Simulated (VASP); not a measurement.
# Si2Ni in VASP: relaxation of the atoms with PBE

Aim: the relaxation of the atoms of Si2Ni with PBE.

Everything below comes from runs of VASP 6.6.1. Logs are shortened: lines on timing, memory, paths and dates and some standing lists are left out, and cuts for length are marked.

**1. The cell of the first run**

The cell holds a slab with vacuum, 15 atoms: a = 3.852 Å, b = 3.852 Å, c = 29.151 Å, α = 90.00°, β = 90.00°, γ = 120.00°.

**2. Relaxation of the atoms, PBE**

The input, INCAR:

```
SYSTEM = Si2Ni
PREC = Accurate ; ENCUT = 520
EDIFF = 1E-6 ; ISMEAR = 0
SIGMA = 0.1 ; LREAL = Auto
LASPH = .TRUE. ; NELM = 100
ALGO = Fast ; ISIF = 2
LWAVE = .FALSE. ; LCHARG = .FALSE.
LDIPOL = .TRUE. ; IDIPOL = 3
DIPOL = 0.5 0.5 0.500 ; GGA = PE
IBRION = 2 ; NSW = 80
EDIFFG = -0.02
```

The input, KPOINTS:

```
regular mesh
0
G
  9 9 1
  0 0 0
```

The input, POSCAR:

```
Si2Ni
1.0
    3.8515146162      0.0000000000      0.0000000000
   -1.9257573081      3.3355095007      0.0000000000
    0.0000000000      0.0000000000     29.1513683199
Si Ni
10 5
Direct
    0.0000000000      0.0000000000      0.2572778031
    0.3333333333      0.6666666667      0.3112160691
    0.6666666667      0.3333333333      0.3651543351
    0.0000000000      0.0000000000      0.4190926010
    0.3333333333      0.6666666667      0.4730308670
    0.6666666667      0.3333333333      0.5269691330
    0.0000000000      0.0000000000      0.5809073990
    0.3333333333      0.6666666667      0.6348456649
    0.6666666667      0.3333333333      0.6887839309
    0.0000000000      0.0000000000      0.7427221969
    0.6666666667      0.3333333333      0.2842469361
    0.3333333333      0.6666666667      0.3921234681
    0.0000000000      0.0000000000      0.5000000000
    0.6666666667      0.3333333333      0.6078765319
    0.3333333333      0.6666666667      0.7157530639
```

Potentials or basis: VASP PAW PBE potentials, release 64 (Si, Ni).

The run is started by

```sh
$ cat potpaw_PBE.64/Si/POTCAR potpaw_PBE.64/Ni/POTCAR > POTCAR
$ mpirun -np 1 vasp_std > vasp.out
```

OUTCAR:

```text
SYSTEM = Si2Ni
   PREC = Accurate
   ENCUT = 520
   EDIFF = 1E-6
   ISMEAR = 0
   LREAL = Auto
   LASPH = .TRUE.
   NELM = 100
   ISIF = 2
   GGA = PE
   IBRION = 2
   NSW = 80
   EDIFFG = -0.02

 ion  position               nearest neighbor table
   1  0.000  0.000  0.257-  11 2.36  11 2.36  11 2.36   2 2.72   2 2.72   2 2.72
   2  0.333  0.667  0.311-  11 2.36  11 2.36  11 2.36  12 2.36   1 2.72   3 2.72   3 2.72   1 2.72
                             1 2.72   3 2.72
   3  0.667  0.333  0.365-  12 2.36  12 2.36  12 2.36  11 2.36   4 2.72   4 2.72   4 2.72   2 2.72
                             2 2.72   2 2.72
   4  0.000  0.000  0.419-  12 2.36  12 2.36  12 2.36  13 2.36   3 2.72   3 2.72   3 2.72   5 2.72
                             5 2.72   5 2.72
   5  0.333  0.667  0.473-  12 2.36  13 2.36  13 2.36  13 2.36   4 2.72   6 2.72   6 2.72   4 2.72
                             4 2.72   6 2.72
   6  0.667  0.333  0.527-  14 2.36  13 2.36  13 2.36  13 2.36   7 2.72   5 2.72   5 2.72   7 2.72
                             7 2.72   5 2.72
   7  0.000  0.000  0.581-  14 2.36  14 2.36  14 2.36  13 2.36   8 2.72   8 2.72   8 2.72   6 2.72
                             6 2.72   6 2.72
   8  0.333  0.667  0.635-  14 2.36  14 2.36  14 2.36  15 2.36   7 2.72   7 2.72   7 2.72   9 2.72
                             9 2.72   9 2.72
   9  0.667  0.333  0.689-  15 2.36  15 2.36  15 2.36  14 2.36  10 2.72   8 2.72   8 2.72  10 2.72
                            10 2.72   8 2.72
  10  0.000  0.000  0.743-  15 2.36  15 2.36  15 2.36   9 2.72   9 2.72   9 2.72
  11  0.667  0.333  0.284-   1 2.36   2 2.36   2 2.36   1 2.36   1 2.36   2 2.36   3 2.36
  12  0.333  0.667  0.392-   5 2.36   4 2.36   4 2.36   4 2.36   3 2.36   3 2.36   3 2.36   2 2.36

  13  0.000  0.000  0.500-   5 2.36   6 2.36   6 2.36   5 2.36   6 2.36   5 2.36   4 2.36   7 2.36

  14  0.667  0.333  0.608-   6 2.36   7 2.36   7 2.36   7 2.36   8 2.36   8 2.36   8 2.36   9 2.36

  15  0.333  0.667  0.716-  10 2.36   9 2.36   9 2.36  10 2.36  10 2.36   9 2.36   8 2.36

  LATTYP: Found a hexagonal cell.
 ALAT       =     3.8515146162
 C/A-ratio  =     7.5688063593

  Lattice vectors:

 A1 = (   3.8515146162,   0.0000000000,   0.0000000000)
 A2 = (  -1.9257573081,   3.3355095007,   0.0000000000)
 A3 = (   0.0000000000,   0.0000000000,  29.1513683199)

Analysis of symmetry for initial positions (statically):
=====================================================================
 Subroutine PRICEL returns:
 Original cell was already a primitive cell.

 Routine SETGRP: Setting up the symmetry group for a
 hexagonal supercell.

 Subroutine GETGRP returns: Found 12 space group operations
 (whereof 12 operations were pure point group operations)
 out of a pool of 24 trial point group operations.

The static configuration has the point symmetry D_3d.

Analysis of symmetry for dynamics (positions and initial velocities):
[... 162 lines left out ...]
 NGX is ok and might be reduce to    30
   NGX = 15   NGY = 15   NGZ =109

--------------------------------------- Ionic step        1  -------------------------------------------

 number of electron      89.9999973 magnetization

 Free energy of the ion-electron system (eV)
  ---------------------------------------------------
  ext. energy  EPLUGINS =         0.00000000
  ---------------------------------------------------
  free energy    TOTEN  =       -85.12025733 eV

  energy without entropy =      -85.09251993  energy(sigma->0) =      -85.10638863

------------------------ aborting loop because EDIFF is reached ----------------------------------------

  FORCE on cell =-STRESS in cart. coord.  units (eV):
  Direction    XX          YY          ZZ          XY          YZ          ZX
  --------------------------------------------------------------------------------------
  -------------------------------------------------------------------------------------
  Total       -4.3250357     -4.3250357     -2.5870580      0.0000000      0.0000000      0.0000000
  in kB      -18.5032325    -18.5032325    -11.0678706      0.0000000      0.0000000      0.0000000
  external PRESSURE =     -16.0247785 kB  Pullay stress =       0.0000000 kB
[... 226 lines left out ...]
  FREE ENERGIE OF THE ION-ELECTRON SYSTEM (eV)
  ---------------------------------------------------
  free  energy   TOTEN  =       -85.2326414281 eV

  energy  without entropy=      -85.2148923304  energy(sigma->0) =      -85.22376688

 dipolmoment           0.000000      0.000000      0.000000 electrons x Angstroem

--------------------------------------- Ionic step        6  -------------------------------------------

 number of electron      89.9999974 magnetization

------------------------ aborting loop because EDIFF is reached ----------------------------------------
[... 93 lines left out ...]
--------------------------------------- Ionic step        8  -------------------------------------------

 number of electron      89.9999974 magnetization

 dipolmoment           0.000000      0.000000     -0.000000 electrons x Angstroem

 Free energy of the ion-electron system (eV)
  ---------------------------------------------------
  ext. energy  EPLUGINS =         0.00000000
  ---------------------------------------------------
  free energy    TOTEN  =       -85.23411592 eV

  energy without entropy =      -85.21618220  energy(sigma->0) =      -85.22514906

 E-fermi :   3.2461     XC(G=0):  -6.7968

 val. band max:        3.2153395548   @ k =   0.2222   0.0000   0.0000
 cond. band min:       3.3451059469   @ k =   0.3333   0.2222   0.0000
 fundamental gap:      0.1297663921
 Fermi energy:         3.2460542998

 k-point     1 :       0.0000    0.0000    0.0000
  band No.  band energies     occupation
      1     -10.1331      2.00000
      2      -9.7576      2.00000
      3      -9.1400      2.00000
      4      -8.3142      2.00000
      5      -7.3290      2.00000
      6      -5.7131      2.00000
[... 673 lines left out ...]
     53       5.7732      0.00000
     54       7.0453      0.00000

------------------------ aborting loop because EDIFF is reached ----------------------------------------

 vacuum level on the upper side and lower side of the slab       (xc-potential included)        -0.015        -0.015

  FORCE on cell =-STRESS in cart. coord.  units (eV):
  Direction    XX          YY          ZZ          XY          YZ          ZX
  --------------------------------------------------------------------------------------
  -------------------------------------------------------------------------------------
  Total       -3.0970924     -3.0970924     -0.6158385      0.0000000     -0.0000000      0.0000000
  in kB      -13.2498837    -13.2498837     -2.6346609      0.0000000     -0.0000000      0.0000000
  external PRESSURE =      -9.7114761 kB  Pullay stress =       0.0000000 kB
[... 30 lines left out ...]
  FREE ENERGIE OF THE ION-ELECTRON SYSTEM (eV)
  ---------------------------------------------------
  free  energy   TOTEN  =       -85.2341159230 eV

  energy  without entropy=      -85.2161822000  energy(sigma->0) =      -85.22514906

 reached required accuracy - stopping structural energy minimisation

 vacuum level on the upper side and lower side of the slab         7.845         7.845
```

OSZICAR:

```text
N       E                     dE             d eps       ncg     rms          rms(c)
DAV:   1     0.637638395673E+03    0.63764E+03   -0.36504E+04  1296   0.153E+03
DAV:   2    -0.248236467375E+02   -0.66246E+03   -0.64160E+03  1392   0.357E+02
DAV:   3    -0.916602428015E+02   -0.66837E+02   -0.64834E+02  1516   0.142E+02
DAV:   4    -0.950169876621E+02   -0.33567E+01   -0.33225E+01  1698   0.295E+01
[... 104 lines left out ...]
RMM:   2    -0.852341233870E+02   -0.30738E-04   -0.32109E-04  1326   0.132E-01    0.407E-02
RMM:   3    -0.852341196794E+02    0.37075E-05   -0.10875E-04  1363   0.758E-02    0.240E-02
RMM:   4    -0.852341164690E+02    0.32105E-05   -0.26614E-05  1339   0.379E-02    0.137E-02
RMM:   5    -0.852341159622E+02    0.50677E-06   -0.16256E-05  1238   0.297E-02    0.120E-02
RMM:   6    -0.852341159230E+02    0.39151E-07   -0.78172E-06  1174   0.209E-02
   8 F= -.85234116E+02 E0= -.85225149E+02  d E =-.174369E-03
```

CONTCAR:

```text
Si2Ni
   1.00000000000000
     3.8515146161999998    0.0000000000000000    0.0000000000000000
    -1.9257573080999999    3.3355095007000002    0.0000000000000000
     0.0000000000000000    0.0000000000000000   29.1513683199000013
  Si              Ni
    10     5
Direct
     0.0000000000000000    0.0000000000000000    0.2607235627606063
[... 19 lines left out ...]
  0.00000000E+00  0.00000000E+00  0.00000000E+00
  0.00000000E+00  0.00000000E+00  0.00000000E+00
  0.00000000E+00  0.00000000E+00  0.00000000E+00
  0.00000000E+00  0.00000000E+00  0.00000000E+00
  0.00000000E+00  0.00000000E+00  0.00000000E+00
  0.00000000E+00  0.00000000E+00  0.00000000E+00
  0.00000000E+00  0.00000000E+00  0.00000000E+00
  0.00000000E+00  0.00000000E+00  0.00000000E+00
  0.00000000E+00  0.00000000E+00  0.00000000E+00
  0.00000000E+00  0.00000000E+00  0.00000000E+00
  0.00000000E+00  0.00000000E+00  0.00000000E+00
```

Wall time 38 min (1 thread of Oxide Virtual Turin-like, shared host); peak memory 0.53 GiB.

Results:

```
Free energy                  : -85.2341 eV
Energy gained by relaxing    : 7.6 meV/atom
Ionic steps                  : 8
Largest force after relaxing : 0.014 eV/Å
Band gap on the k mesh       : zero (bands 45 and 46 overlap by 1.38 eV)
```

Forces in eV/Å, atoms in the order of the input:
```
Si   0.000  0.000  0.013
Si   0.000  0.000  0.008
Si   0.000  0.000  0.014
Si   0.000  0.000  0.007
Si   0.000  0.000  0.008
Si   0.000  0.000 -0.008
Si   0.000  0.000 -0.007
Si   0.000  0.000 -0.014
Si   0.000  0.000 -0.008
Si   0.000  0.000 -0.013
Ni   0.000  0.000  0.009
Ni   0.000  0.000  0.012
Ni   0.000  0.000  0.000
Ni   0.000  0.000 -0.012
Ni   0.000  0.000 -0.009
```

Step by step:
```tsv
step	energy change (eV)	largest force (eV/Å)	pressure (GPa)
1	0.0000	0.6827	-1.60
2	-0.0704	0.4461	-1.44
3	-0.0990	0.2421	-1.19
4	-0.1096	0.1092	-1.10
5	-0.1124	0.0846	-1.02
6	-0.1136	0.0304	-1.01
7	-0.1137	0.0205	-0.97
8	-0.1139	0.0136	-0.97
```

Final structure:
```yaml
crystal:
  lattice:
    - [3.85151, 0.00000, 0.00000]
    - [-1.92576, 3.33551, 0.00000]
    - [0.00000, 0.00000, 29.15137]
  atoms:
    - { symbol: Si, position: [0.00000, 0.00000, 0.26072] }
    - { symbol: Si, position: [0.33333, 0.66667, 0.30946] }
    - { symbol: Si, position: [0.66667, 0.33333, 0.36439] }
    - { symbol: Si, position: [0.00000, 0.00000, 0.41910] }
    - { symbol: Si, position: [0.33333, 0.66667, 0.47229] }
    - { symbol: Si, position: [0.66667, 0.33333, 0.52771] }
    - { symbol: Si, position: [0.00000, 0.00000, 0.58090] }
    - { symbol: Si, position: [0.33333, 0.66667, 0.63561] }
    - { symbol: Si, position: [0.66667, 0.33333, 0.69054] }
    - { symbol: Si, position: [0.00000, 0.00000, 0.73928] }
    - { symbol: Ni, position: [0.66667, 0.33333, 0.28472] }
    - { symbol: Ni, position: [0.33333, 0.66667, 0.39117] }
    - { symbol: Ni, position: [0.00000, 0.00000, 0.50000] }
    - { symbol: Ni, position: [0.66667, 0.33333, 0.60883] }
    - { symbol: Ni, position: [0.33333, 0.66667, 0.71528] }
```

Spin polarisation is off, so any magnetic state and its effect on volume and gap are missing.
